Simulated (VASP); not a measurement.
# ErNb2 (P-3m1) in VASP: single point with PBE

Aim: the single point of ErNb2 with PBE.

Everything below comes from runs of VASP 6.6.1. Logs are shortened: lines on timing, memory, paths and dates and some standing lists are left out, and cuts for length are marked.

## (1) The cell of the first run

The structure is trigonal, space group P-3m1 (No. 164). The conventional cell has a = 3.125 Å, b = 3.125 Å, c = 5.713 Å, α = 90.00°, β = 90.00°, γ = 120.00°. Within 3.0 Å of Er (site symmetry -3m) lie 6 Nb at 2.30 Å. Nb (site symmetry 3m) has 3 Er at 2.30 Å within 3.0 Å.

The cell was generated, and may not be a known phase.

## (2) Single point, PBE

INCAR reads:

```
PREC = Accurate ; ENCUT = 520
EDIFF = 1E-7 ; ISMEAR = 0
SIGMA = 0.1 ; LREAL = False
LASPH = True ; NELM = 100
ALGO = Normal ; ISIF = 2
LWAVE = False ; LCHARG = True
GGA = PE ; LELF = True
LVHAR = True ; NBANDS = 31
```

KPOINTS reads:

```
Automatic mesh
0
Gamma
  6 6 4
```

POSCAR reads:

```
ErNb2
1.0
    3.1247366100      0.0000000000      0.0000000000
   -1.5623683000      2.7061012800      0.0000000000
    0.0000000000      0.0000000000      5.7130019200
Er Nb
1 2
Direct
    0.0000000000      0.0000000000      0.0000000000
    0.3333333300      0.6666666700      0.2500000000
    0.6666666700      0.3333333300      0.7500000000
```

Potentials or basis: VASP PAW PBE potentials, release 64 (Er, Nb_sv).

Run with:

```bash
cat potpaw_PBE.64/Er/POTCAR potpaw_PBE.64/Nb_sv/POTCAR > POTCAR
mpirun -np 1 vasp_std > vasp.out
```

OUTCAR:

```text
PREC = Accurate
   ENCUT = 520
   EDIFF = 1E-7
   ISMEAR = 0
   LREAL = False
   LASPH = True
   NELM = 100
   ISIF = 2
   GGA = PE

 ion  position               nearest neighbor table
   1  0.000  0.000  0.000-   2 2.30   3 2.30   2 2.30   3 2.30   3 2.30   2 2.30
   2  0.333  0.667  0.250-   1 2.30   1 2.30   1 2.30
   3  0.667  0.333  0.750-   1 2.30   1 2.30   1 2.30

  LATTYP: Found a hexagonal cell.
 ALAT       =     3.1247366100
 C/A-ratio  =     1.8283147135

  Lattice vectors:

 A1 = (   3.1247366100,   0.0000000000,   0.0000000000)
 A2 = (  -1.5623683000,   2.7061012800,   0.0000000000)
 A3 = (   0.0000000000,   0.0000000000,   5.7130019200)

Analysis of symmetry for initial positions (statically):
=====================================================================
 Subroutine PRICEL returns:
 Original cell was already a primitive cell.

 Routine SETGRP: Setting up the symmetry group for a
 hexagonal supercell.

 Subroutine GETGRP returns: Found 12 space group operations
 (whereof 12 operations were pure point group operations)
 out of a pool of 24 trial point group operations.

The static configuration has the point symmetry D_3d.

Analysis of symmetry for dynamics (positions and initial velocities):
=====================================================================
 Subroutine PRICEL returns:
 Original cell was already a primitive cell.

 Routine SETGRP: Setting up the symmetry group for a
 hexagonal supercell.

 Subroutine GETGRP returns: Found 12 space group operations
 (whereof 12 operations were pure point group operations)
 out of a pool of 24 trial point group operations.

The dynamic configuration has the point symmetry D_3d.

 Subroutine INISYM returns: Found 12 space group operations
 (whereof 12 operations are pure point group operations),
 and found     1 'primitive' translations

----------------------------------------------------------------------------------------

                                     Primitive cell

  volume of cell :      48.3083

  direct lattice vectors                    reciprocal lattice vectors
     3.124736610  0.000000000  0.000000000     0.320026973  0.184767659  0.000000000
    -1.562368300  2.706101280  0.000000000     0.000000000  0.369535319  0.000000000
     0.000000000  0.000000000  5.713001920     0.000000000  0.000000000  0.175039325
[... 81 lines left out ...]
   LSORBIT =      F    spin-orbit coupling
   LASPH  =      T    aspherical Exc in radial PAW
   ENCUT  =  520.0 eV  38.22 Ry    6.18 a.u.   5.81  5.81 10.62*2*pi/ulx,y,z
   NELM   =    100;   NELMIN=  2; NELMDL= -5     # of ELM steps
   EDIFF  = 0.1E-06   stopping-criterion for ELM
   LREAL  =      F    real-space projection
   EDIFFG = 0.1E-05   stopping-criterion for IOM
   NSW    =      0    number of steps for IOM
   IBRION =     -1    ionic relax: 0-MD 1-quasi-New 2-CG
   NFREE  =      0    steps in history (QN), initial steepest desc. (CG)
   ISIF   =      2    stress and relaxation
   ISYM   =      2    0-nonsym 1-usesym 2-fastsym
   POTIM  = 0.5000    time-step for ionic-motion
   TEBEG  =    0.0;   TEEND  =   0.0 temperature during run
   PSTRESS=    0.0 pullay stress
   NELECT =      48.0000    total number of electrons
   NUPDOWN=      -1.0000    fix difference up-down
   EMIN   =  10.00;   EMAX   =-10.00  energy-range for DOS
   EFERMI =   0.00;   METHOD = LEGACY
   ISMEAR =     0;   SIGMA  =   0.10  broadening in eV -4-tet -1-fermi 0-gaus
   EFERMI_NEDOS =   21; number of points for ismear=-14 and -15
   IALGO  =     38    algorithm
   IMIX   =      4    mixing-type and parameters
     AMIX     =   0.40;   BMIX     =  1.00
     AMIX_MAG =   1.60;   BMIX_MAG =  1.00
  volume/ion in A,a.u.               =      16.10       108.67
  Fermi-wavevector in a.u.,A,eV,Ry     =   1.633608  3.087072 36.309548  2.668677
  Thomas-Fermi vector in A             =   2.725385
   LORBIT       =      0    0 simple, 1 ext, 2 COOP (PROOUT), +10 PAW based schemes
   GGA     = PE    functional components
   LHFCALC =     F    Hartree Fock is set to
   AEXX    =    0.0000 exact exchange contribution
   IVDW    =     0    specifies the selected vdW correction
   LEPSILON=     F    determine dielectric tensor
   LRPA    =     F    only Hartree local field effects (RPA)
 non-spin polarized calculation
 Gauss-broadening in eV      SIGMA  =   0.10
  energy-cutoff  :      520.00
  volume of cell :       48.31
 maximum number of plane-waves:      1316
 NGX is ok and might be reduce to    24
   NGX = 11   NGY = 11   NGZ = 21

 number of electron      47.9999984 magnetization

 Free energy of the ion-electron system (eV)
  ---------------------------------------------------
  ext. energy  EPLUGINS =         0.00000000
  ---------------------------------------------------
  free energy    TOTEN  =       -16.78943068 eV

  energy without entropy =      -16.75767037  energy(sigma->0) =      -16.77355053

 E-fermi :  10.0047     XC(G=0): -13.0406

 val. band max:        9.9922214691   @ k =   0.3333   0.3333   0.5000
 cond. band min:      10.0057962908   @ k =   0.1667   0.0000   0.2500
 fundamental gap:      0.0135748217
 Fermi energy:        10.0047100208

 k-point     1 :       0.0000    0.0000    0.0000
  band No.  band energies     occupation
      1     -44.7100      2.00000
      2     -44.5152      2.00000
      3     -37.7495      2.00000
      4     -20.8980      2.00000
      5     -20.7338      2.00000
      6     -20.5565      2.00000
[... 805 lines left out ...]
     30      14.1370      0.00000
     31      14.1370      0.00000

------------------------ aborting loop because EDIFF is reached ----------------------------------------

  FORCE on cell =-STRESS in cart. coord.  units (eV):
  Direction    XX          YY          ZZ          XY          YZ          ZX
  --------------------------------------------------------------------------------------
  -------------------------------------------------------------------------------------
  Total       16.2851107     16.2851106     16.4959125      0.0000000     -0.0000000     -0.0000000
  in kB      540.1065754    540.1065736    547.0979598      0.0000010     -0.0000000     -0.0000000
  external PRESSURE =     542.4370363 kB  Pullay stress =       0.0000000 kB

 VOLUME and BASIS-vectors are now :
 -----------------------------------------------------------------------------
  energy-cutoff  :      520.00
  volume of cell :       48.31
      direct lattice vectors                 reciprocal lattice vectors
     3.124736610  0.000000000  0.000000000     0.320026973  0.184767659  0.000000000
    -1.562368300  2.706101280  0.000000000     0.000000000  0.369535319  0.000000000
     0.000000000  0.000000000  5.713001920     0.000000000  0.000000000  0.175039325

 POSITION                                       TOTAL-FORCE (eV/Angst)
 -----------------------------------------------------------------------------------
      0.00000      0.00000      0.00000         0.000000      0.000000      0.000000
     -0.00000      1.80407      1.42825         0.000000     -0.000000      8.036467
      1.56237      0.90203      4.28475        -0.000000      0.000000     -8.036467
 -----------------------------------------------------------------------------------
    total drift:                                0.000000      0.000000     -0.000000

  FREE ENERGIE OF THE ION-ELECTRON SYSTEM (eV)
  ---------------------------------------------------
  free  energy   TOTEN  =       -16.7894306800 eV

  energy  without entropy=      -16.7576703743  energy(sigma->0) =      -16.77355053
```

OSZICAR:

```text
N       E                     dE             d eps       ncg     rms          rms(c)
DAV:   1     0.521570158091E+03    0.52157E+03   -0.21982E+04  2543   0.872E+03
DAV:   2     0.674917291281E+02   -0.45408E+03   -0.43014E+03  2193   0.139E+03
DAV:   3    -0.627141994288E+01   -0.73763E+02   -0.68239E+02  2549   0.277E+02
[... 13 lines left out ...]
DAV:  64    -0.167894416869E+02   -0.49749E-05   -0.41734E-05  2897   0.339E-02    0.469E-01
DAV:  65    -0.167894346521E+02    0.70348E-05   -0.56327E-06  2544   0.886E-02    0.266E-01
DAV:  66    -0.167894301029E+02    0.45491E-05   -0.10702E-05  2765   0.194E-01    0.209E-01
DAV:  67    -0.167894306328E+02   -0.52984E-06   -0.44368E-06  2625   0.279E-02    0.158E-01
DAV:  68    -0.167894306800E+02   -0.47277E-07   -0.61779E-07  1394   0.496E-02
   1 F= -.16789431E+02 E0= -.16773551E+02  d E =-.317603E-01
```

Run time: 2.3 min. Hardware: 1 thread of Intel Xeon Platinum 8488C (Sapphire Rapids), shared host; peak memory 0.2 GiB.

Results:

| Item | Value |
| --- | --- |
| Free energy | -16.7894 eV |
| Pressure | 54.2 GPa |
| Largest force | 8.036 eV/Å |
| Band gap on the k mesh | zero (bands 24 and 25 overlap by 1.01 eV) |

Forces on the atoms (eV/Å):
```
Er   0.000  0.000  0.000
Nb   0.000  0.000  8.036
Nb   0.000  0.000 -8.036
```

Caveat: the k points lie up to 0.39 Å⁻¹ apart, too coarse for converged energies and pressures of a metal; spin-orbit coupling is left out, which moves the levels of the heavy elements; semilocal functionals describe open f shells poorly, which spoils levels, moments and volumes; forces of over 1 eV/Å act on the atoms, so gaps and moduli don't describe the material at rest. Spin polarisation is off, so any magnetic state and its effect on volume and gap are missing.
